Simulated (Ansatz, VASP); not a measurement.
Two plane-wave programs on ZnGe3

POSCAR

```
ZnGe3
1.0
    4.1844922335      0.0000000000      0.0000000000
    0.0000000000      4.1844922335      0.0000000000
    0.0000000000      0.0000000000      4.1844922335
Zn Ge
1 3
Direct
    0.0000000000      0.0000000000      0.0000000000
    0.0000000000      0.5000000000      0.5000000000
    0.5000000000      0.0000000000      0.5000000000
    0.5000000000      0.5000000000      0.0000000000
```

INCAR.step1

```
SYSTEM = ZnGe3
  ALGO = Normal
  EDIFF = 1E-4
  ENCUT = 520
  GGA = PE
  ISMEAR = 1
  LASPH = .TRUE.
  LCHARG = .FALSE.
  LREAL = .FALSE.
  LWAVE = .TRUE.
  NBANDS = 35
  NELM = 60
  PREC = Accurate
  SIGMA = 0.1
```

The input INCAR.step2:

```
SYSTEM = ZnGe3
  ALGO = Normal
  EDIFF = 1E-6
  ENCUT = 520
  ISIF = 2
  ISMEAR = 1
  ISTART = 1
  LASPH = .TRUE.
  LCHARG = .FALSE.
  LMIXTAU = .TRUE.
  LREAL = .FALSE.
  LWAVE = .FALSE.
  METAGGA = R2SCAN
  NBANDS = 35
  NELM = 60
  PREC = Accurate
  SIGMA = 0.1
```

File KPOINTS:

```
k-points
0
G
  6 6 6
  0 0 0
```

Input for Ansatz:

```yaml
crystal:
  lattice:
    - [4.184492233517304, 0.0, 0.0]
    - [0.0, 4.184492233517304, 0.0]
    - [0.0, 0.0, 4.184492233517304]
  atoms:
    - { symbol: Zn, position: [0.0, 0.0, 0.0] }
    - { symbol: Ge, position: [0.0, 0.5, 0.5] }
    - { symbol: Ge, position: [0.5, 0.0, 0.5] }
    - { symbol: Ge, position: [0.5, 0.5, 0.0] }
basis:
  ecutwfc: 650.0
kpoints:
  mp_grid:
    grid: [6, 6, 6]
hamiltonian:
  xc: r2scan
scf:
  occupations:
    method: cold
output:
  stress: true
```

Alike in both runs: task single point; functional r2SCAN; k mesh 6 × 6 × 6; no spin polarisation.

|  | VASP | Ansatz |
| --- | --- | --- |
| version | VASP 6.6.1 | Ansatz 0.2.0 |
| potentials or method | VASP PAW PBE potentials, release 64 (Zn, Ge_d), cutoff 520 eV | plane waves, PAW |
| occupations | methfessel-paxton of order 1, width 0.1 eV | cold |
| valence electrons in the cell | 54 | 54 |

```csv
,VASP,Ansatz,Ansatz less VASP
pressure (GPa),-0.8,-0.7,+0.10
```

VASP's potentials were made for PBE, not for r2SCAN.
